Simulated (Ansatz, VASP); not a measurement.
# Two plane-wave programs on Ta5W

```
Ta W
1.0
     2.87786    0.00000    0.00000
     0.00000    4.06991    0.00000
     0.00000    0.00000    8.63358
Ta W
5 1
Direct
  0.00000 0.00000 0.83333
  0.50000 0.50000 0.00000
  0.00000 0.00000 0.16667
  0.50000 0.50000 0.33333
  0.50000 0.50000 0.66667
  0.00000 0.00000 0.50000
```

Alike in both runs: task relaxation of cell and atoms; functional PBE; k mesh 6 × 4 × 2; occupations gaussian, width 0.1 eV; no spin polarisation.

```csv
,VASP,Ansatz
version,VASP 6.6.1,Ansatz 0.2.0
potentials or method,"VASP PAW PBE potentials, release 64 (Ta_pv, W_sv), cutoff 600 eV","scalar-relativistic, plane waves, PAW"
valence electrons in the cell,69,79
```

VASP gave:

```
gap on the k mesh at the Fermi level, each at its own relaxed structure (eV) : none
relaxed volume (Å³/atom)                                                     : 18.28
relaxed cell length with the largest relative difference (Å)                 : 8.377
```

Task: What did Ansatz give for the same quantities?

Result: gap on the k mesh at the Fermi level, each at its own relaxed structure (eV): none; relaxed volume (Å³/atom): 18.26; relaxed cell length with the largest relative difference (Å): 8.368.

A gap of «none» marks a metal or a gap that the smearing closes. VASP's potentials hold 69 valence electrons a cell and Ansatz's 79, so a difference there can come from the potentials and not from the codes.

The k mesh is coarse, so the values compare programs but aren't converged. Spin-orbit coupling is off throughout.
